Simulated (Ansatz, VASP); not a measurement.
One calculation of Al, two programs

The input INCAR:

```
PREC     = Accurate       # precision mode
ENCUT    = 520            # plane-wave cutoff, eV
EDIFF    = 1E-7           # SCF threshold, eV
ISMEAR   = 0              # smearing method
SIGMA    = 0.15           # smearing width, eV
LREAL    = False          # projectors in reciprocal space
LASPH    = True           # aspherical terms in the spheres
NELM     = 100            # most SCF steps
ALGO     = Fast           # electronic algorithm
ISIF     = 2              # what is computed and relaxed
LWAVE    = False          # write WAVECAR
LCHARG   = False          # write CHGCAR
GGA      = PE             # functional
NBANDS   = 22             # bands
```

Contents of KPOINTS:

```
Automatic mesh
0
Gamma
  10 10 10
```

POSCAR

```
Al
1.0
    3.2349246271     -3.2349246271     -3.2349246271
   -3.2349246271      3.2349246271     -3.2349246271
    3.2349246271      3.2349246271      3.2349246271
Al
8
Direct
    0.3176155342      0.3905693205     -0.2918151453
    0.5000000000      0.0000000000      0.0000000000
    0.0000000000      0.5000000000      0.0000000000
    0.0000000000      0.0000000000      0.0000000000
    0.5000000000      0.5000000000      0.5000000000
    0.5000000000      0.0000000000      0.5000000000
    0.0000000000      0.5000000000      0.5000000000
    0.0000000000      0.0000000000      0.5000000000
```

Input for Ansatz:

```yaml
crystal:
  lattice:
    - [3.2349246271, -3.2349246271, -3.2349246271]
    - [-3.2349246271, 3.2349246271, -3.2349246271]
    - [3.2349246271, 3.2349246271, 3.2349246271]
  atoms:
    - { symbol: Al, position: [0.3176155342, 0.3905693205, -0.2918151453] }
    - { symbol: Al, position: [0.5, 0.0, 0.0] }
    - { symbol: Al, position: [0.0, 0.5, 0.0] }
    - { symbol: Al, position: [0.0, 0.0, 0.0] }
    - { symbol: Al, position: [0.5, 0.5, 0.5] }
    - { symbol: Al, position: [0.5, 0.0, 0.5] }
    - { symbol: Al, position: [0.0, 0.5, 0.5] }
    - { symbol: Al, position: [0.0, 0.0, 0.5] }
basis:
  ecutwfc: 420
kpoints:
  mp_grid: { grid: [10, 10, 10] }
hamiltonian:
  xc: pbe
  pseudopotentials: { kind: paw, azcp: { folder: soft_1 } }
scf:
  occupations: { method: gaussian, width: 0.15 }
output:
  forces: true
  stress: true
  eigenvalues: true
```

Alike in both runs: task single point; functional PBE; k mesh 10 × 10 × 10; occupations gaussian, width 0.15 eV; no spin polarisation.

```csv
,VASP,Ansatz
version,VASP 6.6.1,Ansatz 0.2.0
potentials or method,"VASP PAW PBE potentials, release 64 (Al), cutoff 520 eV","scalar-relativistic, plane waves, PAW"
valence electrons in the cell,24,24
```

Ansatz gave:

| Quantity | Value |
| --- | --- |
| gap on the k mesh at the Fermi level (eV) | none |
| pressure (GPa) | 18.5 |
| traceless stress, the component that is largest in VASP (GPa) | 15.64 |
| rms of the force components (eV/Å) | 4.237 |

**Question.** What did VASP give for the same quantities?

**Answer.** gap on the k mesh at the Fermi level (eV): none; pressure (GPa): 18.5; traceless stress, the component that is largest in VASP (GPa): 15.64; rms of the force components (eV/Å): 4.242.

Atom by atom the forces differ by 0.006 eV/Å (rms over components). A gap of «none» marks a metal or a gap that the smearing closes.
